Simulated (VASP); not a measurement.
# Pt (R-3m) in VASP: further runs, part 2 of 2

VASP 6.6.1. The steps go on from the part before.

## (4) Single point, PBEsol (16.41 Å³/atom)

This run uses another cell than the first one, of 16.41 Å³/atom.

File INCAR:

```
SYSTEM = Pt
PREC = Accurate
ENCUT = 520
EDIFF = 1E-7
ISMEAR = 0
SIGMA = 0.15
LREAL = .FALSE.
LASPH = .TRUE.
NELM = 100
ALGO = Fast
ISIF = 2
LWAVE = .FALSE.
LCHARG = .TRUE.
GGA = PS
LELF = .TRUE.
LVHAR = .TRUE.
NBANDS = 11
```

File KPOINTS:

```
Automatic mesh
0
G
  22 22 22
  0 0 0
```

File POSCAR:

```
Pt
1.0
   -1.1749491109      1.6303412454      1.6303412454
    1.6303412454     -1.1749491109      1.6303412454
    1.6303412454      1.6303412454     -1.1749491109
Pt
1
Direct
    0.0000000000      0.0000000000      0.0000000000
```

Potentials or basis: VASP PAW PBE potentials, release 64 (Pt).

Launch:

```bash
$ cat potpaw_PBE.64/Pt/POTCAR > POTCAR
$ mpirun -np 1 vasp_std > vasp.out
```

OUTCAR:

```text
SYSTEM = Pt
   PREC = Accurate
   ENCUT = 520
   EDIFF = 1E-7
   ISMEAR = 0
   LREAL = .FALSE.
   LASPH = .TRUE.
   NELM = 100
   ISIF = 2
   GGA = PS

 ion  position               nearest neighbor table
   1  0.000  0.000  0.000-

  LATTYP: Found a trigonal (rhomboedric) cell.
 ALAT       =     2.5877655547
 COS(alpha) =    -0.1751837620

  Lattice vectors:

 A1 = (  -1.1749491109,   1.6303412454,   1.6303412454)
 A2 = (   1.6303412454,  -1.1749491109,   1.6303412454)
 A3 = (   1.6303412454,   1.6303412454,  -1.1749491109)

Analysis of symmetry for initial positions (statically):
=====================================================================
 Subroutine PRICEL returns:
 Original cell was already a primitive cell.

 Routine SETGRP: Setting up the symmetry group for a
 trigonal (rhombohedral) supercell.

 Subroutine GETGRP returns: Found 12 space group operations
 (whereof 12 operations were pure point group operations)
 out of a pool of 12 trial point group operations.

The static configuration has the point symmetry D_3d.

Analysis of symmetry for dynamics (positions and initial velocities):
[... 167 lines left out ...]
      1       0.2061      2.00000
      2       3.8538      2.00000
      3       3.8538      2.00000
      4       8.9966      1.99972
      5       9.5498      0.11302
      6       9.5498      0.11301
      7      24.6618      0.00000
      8      24.6618      0.00000
      9      28.5457      0.00000
     10      31.9574      0.00000
     11      33.7351      0.00000
[... 309 lines left out ...]
 k-point    24 :      -0.4545    0.0455    0.0000
  band No.  band energies     occupation
      1       2.9458      2.00000
      2       4.0363      2.00000
      3       7.3737      2.00000
      4       8.3078      2.00000
      5       9.2365      1.82883
      6       9.6594      0.00884
      7      14.9854      0.00000
      8      25.2632      0.00000
      9      27.9762      0.00000
     10      31.2028      0.00000
     11      35.2584      0.00000

 [... further k-points ...]

------------------------ aborting loop because EDIFF is reached ----------------------------------------

  FORCE on cell =-STRESS in cart. coord.  units (eV):
  Direction    XX          YY          ZZ          XY          YZ          ZX
  --------------------------------------------------------------------------------------
  -------------------------------------------------------------------------------------
  Total        0.5142634      0.5142634      0.5142634     -0.2253876     -0.2253876     -0.2253876
  in kB       50.1974650     50.1974650     50.1974650    -22.0001793    -22.0001793    -22.0001793
  external PRESSURE =      50.1974650 kB  Pullay stress =       0.0000000 kB

 VOLUME and BASIS-vectors are now :
 -----------------------------------------------------------------------------
  energy-cutoff  :      520.00
  volume of cell :       16.41
      direct lattice vectors                 reciprocal lattice vectors
    -1.174949111  1.630341245  1.630341245    -0.077830338  0.278639002  0.278639002
     1.630341245 -1.174949111  1.630341245     0.278639002 -0.077830338  0.278639002
     1.630341245  1.630341245 -1.174949111     0.278639002  0.278639002 -0.077830338

 POSITION                                       TOTAL-FORCE (eV/Angst)
 -----------------------------------------------------------------------------------
      0.00000      0.00000      0.00000         0.000000      0.000000      0.000000
 -----------------------------------------------------------------------------------
    total drift:                                0.000000     -0.000000      0.000000

  FREE ENERGIE OF THE ION-ELECTRON SYSTEM (eV)
  ---------------------------------------------------
  free  energy   TOTEN  =        -6.4211318617 eV

  energy  without entropy=       -6.4020601345  energy(sigma->0) =       -6.41159600
```

stdout:

```text
POSCAR found type information on POSCAR Pt
 POSCAR found :  1 types and       1 ions
 scaLAPACK will be used
 -----------------------------------------------------------------------------
|                                                                             |
|                                                                             |
|     You enforced a specific xc type in the INCAR file but a different       |
|     I HOPE YOU KNOW WHAT YOU ARE DOING!                                     |
|                                                                             |
 -----------------------------------------------------------------------------

 LDA part: xc-table for (Slater+PW92), standard interpolation
 POSCAR, INCAR and KPOINTS ok, starting setup
 FFT: planning ... GRIDC
 FFT: planning ... GRID_SOFT
 FFT: planning ... GRID
 WAVECAR not read
 entering main loop
```

It took 65 s on 1 thread of Intel Xeon 6975P-C (Granite Rapids), shared host; peak memory 0.28 GiB.

What came out:

- Free energy: -6.4211 eV
- Pressure: 5.0 GPa
- Band gap on the k mesh: zero (bands 5 and 6 overlap by 2.87 eV)

Caveat: the cell stands under pressure; the PAW data sets were made with another functional, which shifts forces and pressure a little; spin-orbit coupling is left out, which moves the levels of the heavy elements.

## (5) Single point, PBEsol (16.41 Å³/atom)

This run uses another cell than the first one, of 16.41 Å³/atom.

File INCAR:

```
PREC     = Accurate       # precision mode
ENCUT    = 520            # plane-wave cutoff, eV
EDIFF    = 1E-6           # SCF threshold, eV
ISMEAR   = 0              # smearing method
SIGMA    = 0.15           # smearing width, eV
LREAL    = False          # projectors in reciprocal space
LASPH    = True           # aspherical terms in the spheres
NELM     = 60             # most SCF steps
ALGO     = Fast           # electronic algorithm
ISIF     = 2              # what is computed and relaxed
LWAVE    = False          # write WAVECAR
LCHARG   = True           # write CHGCAR
GGA      = PS             # functional
LELF     = True           # ELF
LVHAR    = True         
NBANDS   = 11             # bands
```

File KPOINTS:

```
regular mesh
0
Gamma
  22 22 22
```

File POSCAR:

```
Pt
1.0
   -0.7327910568      1.7250021908      1.7250021908
    1.7250021908     -0.7327910568      1.7250021908
    1.7250021908      1.7250021908     -0.7327910568
Pt
1
Direct
    0.0000000000      0.0000000000      0.0000000000
```

Launch:

```bash
$ cat potpaw_PBE.64/Pt/POTCAR > POTCAR
$ mpirun -np 1 vasp_std > vasp.out
```

Run time: 56 s. Hardware: 1 thread of Intel Xeon 6975P-C (Granite Rapids), shared host; peak memory 0.28 GiB.

Results (log left out):

* Free energy: -6.3936 eV
* Pressure: 12.1 GPa
* Band gap on the k mesh: zero (bands 5 and 6 overlap by 3.98 eV)

Stress tensor (GPa, compression positive):
```
12.07 -0.29 -0.29
-0.29 12.07 -0.29
-0.29 -0.29 12.07
```

Levels at points of the mesh, in eV from the Fermi level:
| k point | band 2 | band 3 | band 4 | band 5 | band 6 | band 7 | band 8 | band 9 |
| --- | --- | --- | --- | --- | --- | --- | --- | --- |
| (0.00, 0.00, 0.00) | -6.37 | -6.37 | 0.31 | 0.31 | 0.41 | 15.07 | 16.06 | 16.06 |
| (0.50, 0.00, 0.00) | -5.76 | -2.09 | -1.90 | -0.94 | 0.57 | 5.06 | 16.51 | 19.25 |
| (0.50, 0.50, 0.00) | -5.30 | -1.64 | -1.46 | 2.23 | 3.76 | 5.28 | 10.46 | 14.36 |
| (0.50, 0.50, 0.50) | -5.28 | -5.28 | 2.37 | 2.37 | 8.19 | 10.38 | 11.52 | 11.52 |

Caveat: the cell stands under pressure; the PAW data sets were made with another functional, which shifts forces and pressure a little; spin-orbit coupling is left out, which moves the levels of the heavy elements.

## (6) The runs side by side

```csv
cell,further INCAR settings,gap on the mesh (eV),pressure (GPa)
"a = 2.515 Å, angles 93.6°, 1 atom",ALGO = Fast; EDIFF = 1e-06; NBANDS = 11,none,23.8
"a = 3.449 Å, angles 117.6°, 1 atom",ALGO = Fast; EDIFF = 1e-06; NBANDS = 11,none,272.9
"a = 2.588 Å, angles 100.1°, 1 atom",ALGO = Fast; EDIFF = 1e-07; NBANDS = 11,none,5.0
"a = 2.547 Å, angles 86.0°, 1 atom",ALGO = Fast; EDIFF = 1e-06; NBANDS = 11,none,12.1
```

Alike in all rows: task single point; level PBEsol; potentials or basis VASP PAW PBE potentials, release 64 (Pt); no spin polarisation; k mesh 22 × 22 × 22; cutoff (eV) 520; smearing gaussian 0.15 eV.

Caveats: the cell stands under pressure; the PAW data sets were made with another functional, which shifts forces and pressure a little; spin-orbit coupling is left out, which moves the levels of the heavy elements; atoms lie so close that the PAW spheres overlap strongly, which falsifies energies and pressures (at least some runs).

Total energies depend on the potentials used, so only differences within one code and one set of settings carry meaning.
